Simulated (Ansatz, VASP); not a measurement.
## Two plane-wave programs on Cu2Pt

```
Cu Pt
1.0
     0.00000    3.39463    3.39463
     3.39463    0.00000    3.39463
     3.39463    3.39463    0.00000
Cu Pt
4 2
Direct
  0.62500 0.62500 0.62500
  0.12500 0.62500 0.62500
  0.62500 0.62500 0.12500
  0.62500 0.12500 0.62500
  0.00000 0.00000 0.00000
  0.25000 0.25000 0.25000
```

Alike in both runs: functional PBE; k mesh 4 × 4 × 4; occupations gaussian, width 0.1 eV; no spin polarisation.

Ansatz relaxed the structure, and its values are those at the end. VASP's run is a single point on that final structure, the one shown.

|  | VASP | Ansatz |
| --- | --- | --- |
| version | VASP 6.6.1 | Ansatz 0.2.0 |
| potentials or method | VASP PAW PBE potentials, release 64 (Cu, Pt), cutoff 520 eV | scalar-relativistic, plane waves, PAW |
| valence electrons in the cell | 64 | 112 |

|  | VASP | Ansatz | Ansatz less VASP |
| --- | --- | --- | --- |
| gap on the k mesh at the Fermi level (eV) | none | none | - |
| pressure (GPa) | 0.3 | 0.1 | -0.21 |

A gap of «none» marks a metal or a gap that the smearing closes. VASP's potentials hold 64 valence electrons a cell and Ansatz's 112, so a difference there can come from the potentials and not from the codes.

The k mesh is coarse, so the values compare programs but aren't converged. Spin-orbit coupling is off throughout.
